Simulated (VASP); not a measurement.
A run of VASP 6.6.1:

The input INCAR:

```
SYSTEM = LiO3
  PREC = Accurate
  ENCUT = 520
  EDIFF = 1E-6
  ISMEAR = -1
  SIGMA = 0.06122561905347299
  LREAL = .False.
  LASPH = .True.
  NELM = 60
  ALGO = Normal
  ISIF = 2
  LWAVE = .False.
  LCHARG = .False.
  GGA = PE
  NBANDS = 18
```

Contents of KPOINTS:

```
regular mesh
0
Gamma
  10 10 10
  0 0 0
```

File POSCAR:

```
LiO3
1.0
    3.5363096498      0.0000000000      0.0000000000
    0.0000000000      3.5363096498      0.0000000000
    0.0000000000      0.0000000000      3.5363096498
Li O
1 3
Direct
    0.0000000000      0.0000000000      0.0000000000
    0.5000000000      0.0000000000      0.0000000000
    0.0000000000      0.5000000000      0.0000000000
    0.0000000000      0.0000000000      0.5000000000
```

Potentials or basis: VASP PAW PBE potentials, release 64 (Li_sv, O).

The run is started by

```console
$ cat potpaw_PBE.64/Li_sv/POTCAR potpaw_PBE.64/O/POTCAR > POTCAR
$ mpirun -np 1 vasp_std > vasp.out
```

Hardware: 1 thread of Intel Xeon 8259CL, on a shared host.

Estimate the wall time of this run.

Wall time 52 s on 1 thread of Intel Xeon 8259CL, with other jobs on the host, peak memory 0.17 GiB. Counts: scf iterations 13, k points 56.
